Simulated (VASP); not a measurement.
# TaCu2 (Fd-3m) in VASP: single point with PBE

Aim: the single point of TaCu2 with PBE.

Program: VASP 6.6.1. These are calculated values, not measurements. Logs are shortened: lines on timing, memory, paths and dates and some standing lists are left out, and cuts for length are marked.

### Step 1. The cell of the first run

Symmetry: Fd-3m, No. 227, cubic system. The conventional cell has a = 7.066 Å, b = 7.066 Å, c = 7.066 Å, α = 90.00°, β = 90.00°, γ = 90.00°. Ta (site symmetry -43m) has 12 Cu at 2.93 Å and 4 Ta at 3.06 Å within 3.9 Å. Within 3.3 Å of Cu (site symmetry -3m) lie 6 Cu at 2.50 Å and 6 Ta at 2.93 Å.

### Step 2. Single point, PBE

INCAR reads:

```
ALGO = Normal
EDIFF = 1E-6
ENCUT = 520
GGA = PE
ISIF = 2
ISMEAR = 0
LASPH = True
LCHARG = True
LELF = True
LREAL = False
LVHAR = True
LWAVE = False
NBANDS = 42
NELM = 60
PREC = Accurate
SIGMA = 0.1
```

KPOINTS reads:

```
k-points
0
Gamma
  4 4 4
```

POSCAR reads:

```
TaCu2
1.0
    0.0000000000      3.5332183700      3.5332183700
    3.5332183700      0.0000000000      3.5332183700
    3.5332183700      3.5332183700      0.0000000000
Ta Cu
2 4
Direct
    0.2500000000      0.2500000000      0.2500000000
    0.0000000000      0.0000000000      0.0000000000
    0.6250000000      0.1250000000      0.6250000000
    0.6250000000      0.6250000000      0.1250000000
    0.1250000000      0.6250000000      0.6250000000
    0.6250000000      0.6250000000      0.6250000000
```

Potentials or basis: VASP PAW PBE potentials, release 64 (Ta_pv, Cu).

Launch:

```console
$ cat potpaw_PBE.64/Ta_pv/POTCAR potpaw_PBE.64/Cu/POTCAR > POTCAR
$ mpirun -np 1 vasp_std > vasp.out
```

OUTCAR:

```text
EDIFF = 1E-6
   ENCUT = 520
   GGA = PE
   ISIF = 2
   ISMEAR = 0
   LASPH = True
   LREAL = False
   NELM = 60
   PREC = Accurate

 ion  position               nearest neighbor table
   1  0.250  0.250  0.250-   3 2.93   4 2.93   5 2.93   3 2.93   5 2.93   6 2.93   4 2.93   5 2.93
                             6 2.93   3 2.93   4 2.93   6 2.93   2 3.06   2 3.06   2 3.06   2 3.06
   2  0.000  0.000  0.000-   3 2.93   4 2.93   6 2.93   4 2.93   5 2.93   6 2.93   3 2.93   5 2.93
                             6 2.93   3 2.93   4 2.93   5 2.93   1 3.06   1 3.06   1 3.06   1 3.06
   3  0.625  0.125  0.625-   6 2.50   4 2.50   4 2.50   5 2.50   6 2.50   5 2.50   1 2.93   1 2.93
                             2 2.93   1 2.93   2 2.93   2 2.93
   4  0.625  0.625  0.125-   6 2.50   3 2.50   5 2.50   6 2.50   3 2.50   5 2.50   1 2.93   2 2.93
                             2 2.93   1 2.93   2 2.93   1 2.93
   5  0.125  0.625  0.625-   6 2.50   4 2.50   3 2.50   3 2.50   4 2.50   6 2.50   1 2.93   2 2.93
                             1 2.93   2 2.93   1 2.93   2 2.93
   6  0.625  0.625  0.625-   3 2.50   4 2.50   5 2.50   4 2.50   3 2.50   5 2.50   2 2.93   1 2.93
                             2 2.93   1 2.93   2 2.93   1 2.93

  LATTYP: Found a face centered cubic cell.
 ALAT       =     7.0664367400

  Lattice vectors:

 A1 = (   0.0000000000,   3.5332183700,   3.5332183700)
 A2 = (   3.5332183700,   0.0000000000,   3.5332183700)
 A3 = (   3.5332183700,   3.5332183700,   0.0000000000)

Analysis of symmetry for initial positions (statically):
=====================================================================
 Subroutine PRICEL returns:
 Original cell was already a primitive cell.

 Routine SETGRP: Setting up the symmetry group for a
 face centered cubic supercell.

 Subroutine GETGRP returns: Found 48 space group operations
 (whereof 24 operations were pure point group operations)
 out of a pool of 48 trial point group operations.

The static configuration has the point symmetry T_d .
 The point group associated with its full space group is O_h .

Analysis of symmetry for dynamics (positions and initial velocities):
=====================================================================
 Subroutine PRICEL returns:
 Original cell was already a primitive cell.

 Routine SETGRP: Setting up the symmetry group for a
 face centered cubic supercell.

 Subroutine GETGRP returns: Found 48 space group operations
 (whereof 24 operations were pure point group operations)
 out of a pool of 48 trial point group operations.

The dynamic configuration has the point symmetry T_d .
 The point group associated with its full space group is O_h .

 Subroutine INISYM returns: Found 48 space group operations
 (whereof 24 operations are pure point group operations),
 and found     1 'primitive' translations

----------------------------------------------------------------------------------------

                                     Primitive cell

  volume of cell :      88.2148

  direct lattice vectors                    reciprocal lattice vectors
     0.000000000  3.533218370  3.533218370    -0.141514038  0.141514038  0.141514038
     3.533218370  0.000000000  3.533218370     0.141514038 -0.141514038  0.141514038
     3.533218370  3.533218370  0.000000000     0.141514038  0.141514038 -0.141514038

  length of vectors
     4.996725338  4.996725338  4.996725338     0.245109504  0.245109504  0.245109504

  position of ions in fractional coordinates (direct lattice)
     0.250000000  0.250000000  0.250000000
     0.000000000  0.000000000  0.000000000
     0.625000000  0.125000000  0.625000000
     0.625000000  0.625000000  0.125000000
     0.125000000  0.625000000  0.625000000
     0.625000000  0.625000000  0.625000000

  ion indices of the primitive-cell ions
   primitive index   ion index
                 1           1
                 2           2
                 3           3
                 4           4
                 5           5
                 6           6

----------------------------------------------------------------------------------------

 KPOINTS: k-points

Automatic generation of k-mesh.
 Grid dimensions read from file:
 generate k-points for:    4    4    4

 Generating k-lattice:

  Cartesian coordinates                     Fractional coordinates (reciprocal lattice)
    -0.035378510  0.035378510  0.035378510     0.250000000  0.000000000  0.000000000
     0.035378510 -0.035378510  0.035378510     0.000000000  0.250000000  0.000000000
     0.035378510  0.035378510 -0.035378510     0.000000000  0.000000000  0.250000000

  Length of vectors
     0.061277376  0.061277376  0.061277376

  Shift w.r.t. Gamma in fractional coordinates (k-lattice)
     0.000000000  0.000000000  0.000000000

 Subroutine IBZKPT returns following result:
 ===========================================

 Found      8 irreducible k-points:

 Following reciprocal coordinates:
            Coordinates               Weight
  0.000000  0.000000  0.000000      1.000000
  0.250000  0.000000  0.000000      8.000000
  0.500000  0.000000  0.000000      4.000000
  0.250000  0.250000  0.000000      6.000000
  0.500000  0.250000  0.000000     24.000000
 -0.250000  0.250000  0.000000     12.000000
  0.500000  0.500000  0.000000      3.000000
 -0.250000  0.500000  0.250000      6.000000
   k-points           NKPTS =      8   k-points in BZ     NKDIM =      8   number of bands    NBANDS=     42
   number of dos      NEDOS =    301   number of ions     NIONS =      6
   total plane-waves  NPLWV =  64000
   dimension x,y,z NGX =    40 NGY =   40 NGZ =   40
   dimension x,y,z NGXF=    80 NGYF=   80 NGZF=   80
   ions per type =               2   4
   NGX,Y,Z   is equivalent  to a cutoff of  13.31, 13.31, 13.31 a.u.
   NGXF,Y,Z  is equivalent  to a cutoff of  26.62, 26.62, 26.62 a.u.
 SYSTEM =  unknown system
   PREC   = accura    normal or accurate (medium, high low for compatibility)
   ISTART =      0    job   : 0-new  1-cont  2-samecut
   ICHARG =      2    charge: 1-file 2-atom 10-const
   ISPIN  =      1    spin polarized calculation?
   LNONCOLLINEAR =      F non collinear calculations
   LSORBIT =      F    spin-orbit coupling
   LASPH  =      T    aspherical Exc in radial PAW
   ENCUT  =  520.0 eV  38.22 Ry    6.18 a.u.   9.29  9.29  9.29*2*pi/ulx,y,z
   NELM   =     60;   NELMIN=  2; NELMDL= -5     # of ELM steps
   EDIFF  = 0.1E-05   stopping-criterion for ELM
   LREAL  =      F    real-space projection
   EDIFFG = 0.1E-04   stopping-criterion for IOM
   NSW    =      0    number of steps for IOM
   IBRION =     -1    ionic relax: 0-MD 1-quasi-New 2-CG
   NFREE  =      0    steps in history (QN), initial steepest desc. (CG)
   ISIF   =      2    stress and relaxation
   ISYM   =      2    0-nonsym 1-usesym 2-fastsym
   POTIM  = 0.5000    time-step for ionic-motion
   TEBEG  =    0.0;   TEEND  =   0.0 temperature during run
   PSTRESS=    0.0 pullay stress
   NELECT =      66.0000    total number of electrons
   NUPDOWN=      -1.0000    fix difference up-down
   EMIN   =  10.00;   EMAX   =-10.00  energy-range for DOS
   EFERMI =   0.00;   METHOD = LEGACY
   ISMEAR =     0;   SIGMA  =   0.10  broadening in eV -4-tet -1-fermi 0-gaus
   EFERMI_NEDOS =   21; number of points for ismear=-14 and -15
   IALGO  =     38    algorithm
   IMIX   =      4    mixing-type and parameters
     AMIX     =   0.40;   BMIX     =  1.00
     AMIX_MAG =   1.60;   BMIX_MAG =  1.00
  volume/ion in A,a.u.               =      14.70        99.22
  Fermi-wavevector in a.u.,A,eV,Ry     =   1.486195  2.808500 30.052198  2.208774
  Thomas-Fermi vector in A             =   2.599511
   LORBIT       =      0    0 simple, 1 ext, 2 COOP (PROOUT), +10 PAW based schemes
   GGA     = PE    functional components
   LHFCALC =     F    Hartree Fock is set to
   AEXX    =    0.0000 exact exchange contribution
   IVDW    =     0    specifies the selected vdW correction
   LEPSILON=     F    determine dielectric tensor
   LRPA    =     F    only Hartree local field effects (RPA)
 non-spin polarized calculation
 Gauss-broadening in eV      SIGMA  =   0.10
  energy-cutoff  :      520.00
  volume of cell :       88.21
 maximum number of plane-waves:      2421
 NGX is ok and might be reduce to    40
   NGX = 19   NGY = 19   NGZ = 19

 number of electron      66.0000024 magnetization

 Free energy of the ion-electron system (eV)
  ---------------------------------------------------
  ext. energy  EPLUGINS =         0.00000000
  ---------------------------------------------------
  free energy    TOTEN  =       -37.48403772 eV

  energy without entropy =      -37.39963724  energy(sigma->0) =      -37.44183748

 E-fermi :   6.2268     XC(G=0): -12.3990

 val. band max:        6.2082822494   @ k =   0.5000   0.2500   0.0000
 cond. band min:       6.2353710676   @ k =   0.2500   0.2500   0.0000
 fundamental gap:      0.0270888183
 Fermi energy:         6.2267657613

 k-point     1 :       0.0000    0.0000    0.0000
  band No.  band energies     occupation
      1     -28.2431      2.00000
      2     -28.2431      2.00000
      3     -28.2431      2.00000
      4     -28.0287      2.00000
      5     -28.0287      2.00000
      6     -28.0287      2.00000
[... 34 lines left out ...]
     41      12.4872      0.00000
     42      12.4872      0.00000

 k-point     2 :       0.2500    0.0000    0.0000
  band No.  band energies     occupation
      1     -28.2541      2.00000
      2     -28.2541      2.00000
      3     -28.2391      2.00000
      4     -28.0351      2.00000
      5     -28.0175      2.00000
      6     -28.0175      2.00000
[... 34 lines left out ...]
     41      11.7681      0.00000
     42      12.0231      0.00000

 k-point     3 :       0.5000    0.0000    0.0000
  band No.  band energies     occupation
      1     -28.2642      2.00000
      2     -28.2642      2.00000
      3     -28.2362      2.00000
      4     -28.0402      2.00000
      5     -28.0073      2.00000
      6     -28.0073      2.00000
[... 34 lines left out ...]
     41      10.6562      0.00000
     42      13.1358      0.00000

 k-point     4 :       0.2500    0.2500    0.0000
  band No.  band energies     occupation
      1     -28.2664      2.00000
      2     -28.2664      2.00000
      3     -28.2123      2.00000
      4     -28.0623      2.00000
      5     -28.0054      2.00000
      6     -28.0054      2.00000
[... 34 lines left out ...]
     41      10.8315      0.00000
     42      11.9157      0.00000

 k-point     5 :       0.5000    0.2500    0.0000
  band No.  band energies     occupation
      1     -28.2845      2.00000
      2     -28.2757      2.00000
      3     -28.1879      2.00000
      4     -28.0875      2.00000
      5     -27.9960      2.00000
      6     -27.9885      2.00000
[... 34 lines left out ...]
     41      10.7296      0.00000
     42      12.6052      0.00000

 k-point     6 :      -0.2500    0.2500    0.0000
  band No.  band energies     occupation
      1     -28.2823      2.00000
      2     -28.2643      2.00000
      3     -28.2070      2.00000
      4     -28.0677      2.00000
      5     -28.0072      2.00000
      6     -27.9910      2.00000
[... 34 lines left out ...]
     41      10.6598      0.00000
     42      12.2019      0.00000

 k-point     7 :       0.5000    0.5000    0.0000
  band No.  band energies     occupation
      1     -28.2863      2.00000
      2     -28.2863      2.00000
      3     -28.1386      2.00000
      4     -28.1386      2.00000
      5     -27.9855      2.00000
      6     -27.9855      2.00000
[... 34 lines left out ...]
     41      10.8930      0.00000
     42      10.8930      0.00000

 k-point     8 :      -0.2500    0.5000    0.2500
  band No.  band energies     occupation
      1     -28.2871      2.00000
      2     -28.2871      2.00000
      3     -28.1377      2.00000
      4     -28.1377      2.00000
      5     -27.9856      2.00000
      6     -27.9856      2.00000
[... 34 lines left out ...]
     41      12.0573      0.00000
     42      12.0573      0.00000

------------------------ aborting loop because EDIFF is reached ----------------------------------------

  FORCE on cell =-STRESS in cart. coord.  units (eV):
  Direction    XX          YY          ZZ          XY          YZ          ZX
  --------------------------------------------------------------------------------------
  -------------------------------------------------------------------------------------
  Total       -4.7432009     -4.7432009     -4.7432009     -0.0000000      0.0000000     -0.0000000
  in kB      -86.1471017    -86.1471017    -86.1471017     -0.0000000      0.0000000     -0.0000000
  external PRESSURE =     -86.1471017 kB  Pullay stress =       0.0000000 kB

 VOLUME and BASIS-vectors are now :
 -----------------------------------------------------------------------------
  energy-cutoff  :      520.00
  volume of cell :       88.21
      direct lattice vectors                 reciprocal lattice vectors
     0.000000000  3.533218370  3.533218370    -0.141514038  0.141514038  0.141514038
     3.533218370  0.000000000  3.533218370     0.141514038 -0.141514038  0.141514038
     3.533218370  3.533218370  0.000000000     0.141514038  0.141514038 -0.141514038

 POSITION                                       TOTAL-FORCE (eV/Angst)
 -----------------------------------------------------------------------------------
      1.76661      1.76661      1.76661         0.000000      0.000000      0.000000
      0.00000      0.00000      0.00000        -0.000000     -0.000000     -0.000000
      2.64991      4.41652      2.64991        -0.000000      0.000000     -0.000000
      2.64991      2.64991      4.41652        -0.000000      0.000000     -0.000000
      4.41652      2.64991      2.64991        -0.000000      0.000000     -0.000000
      4.41652      4.41652      4.41652        -0.000000      0.000000     -0.000000
 -----------------------------------------------------------------------------------
    total drift:                                0.000000      0.000000      0.000000

  FREE ENERGIE OF THE ION-ELECTRON SYSTEM (eV)
  ---------------------------------------------------
  free  energy   TOTEN  =       -37.4840377183 eV

  energy  without entropy=      -37.3996372393  energy(sigma->0) =      -37.44183748
```

It took 35 s on 1 thread of AMD EPYC 9R45 (Zen 5), shared host; peak memory 0.21 GiB.

What came out:

* Free energy: -37.4840 eV
* Pressure: -8.6 GPa
* Band gap on the k mesh: zero (band 33 reaches 6.44 eV, above the bottom of band 34 at 6.15 eV)

Levels at points of the mesh, in eV from the Fermi level:
| k point | band 30 | band 31 | band 32 | band 33 | band 34 | band 35 | band 36 | band 37 |
| --- | --- | --- | --- | --- | --- | --- | --- | --- |
| (0.00, 0.00, 0.00) | -1.15 | -1.15 | -1.15 | 0.03 | 0.04 | 0.04 | 0.04 | 3.48 |
| (0.50, 0.00, 0.00) | -0.50 | -0.43 | -0.43 | -0.30 | 0.17 | 0.17 | 0.30 | 2.97 |
| (0.50, 0.50, 0.00) | -1.59 | -0.02 | -0.02 | 0.21 | 0.21 | 1.04 | 1.04 | 2.86 |

Caveat: the k points lie up to 0.39 Å⁻¹ apart; spin-orbit coupling is left out, which moves the levels of the heavy elements.
